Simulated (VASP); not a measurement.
Runs of VASP 6.6.1 on ZnCu. The structure is that of space group Pm-3m (No. 221), or close to it. The cells are those of the table. 

| cell | further INCAR settings | gap on the mesh (eV) | pressure (GPa) |
| --- | --- | --- | --- |
| a = 2.974, b = 2.916, c = 2.945 Å, 2 atoms | ALGO = Fast; EDIFF = 1e-07; NBANDS = 18 | none | -4.0 |
| a = 2.827, b = 3.063, c = 2.945 Å, 2 atoms | ALGO = Fast; EDIFF = 1e-07; NBANDS = 18 | none | (a) |
| a = 3.033, b = 2.857, c = 2.945 Å, 2 atoms | ALGO = Fast; EDIFF = 1e-07; NBANDS = 18 | none | -3.7 |
| a = 2.886, b = 3.004, c = 2.945 Å, 2 atoms | ALGO = Fast; EDIFF = 1e-06; NBANDS = 18 | none | -3.7 |
| a = 3.048, b = 2.842, c = 2.945 Å, 2 atoms | ALGO = Fast; EDIFF = 1e-06; NBANDS = 18 | none | -3.5 |

Alike in all rows: task single point; level PBEsol; potentials or basis VASP PAW PBE potentials, release 64 (Zn, Cu); no spin polarisation; k mesh 16 × 16 × 16; cutoff (eV) 520; smearing gaussian 0.15 eV.

Fill in the values left out.

(a) -3.8.

Caveats: the cell stands under tension; the PAW data sets were made with another functional, which shifts forces and pressure a little.

A gap of «none» marks levels without a gap at the run's occupations.
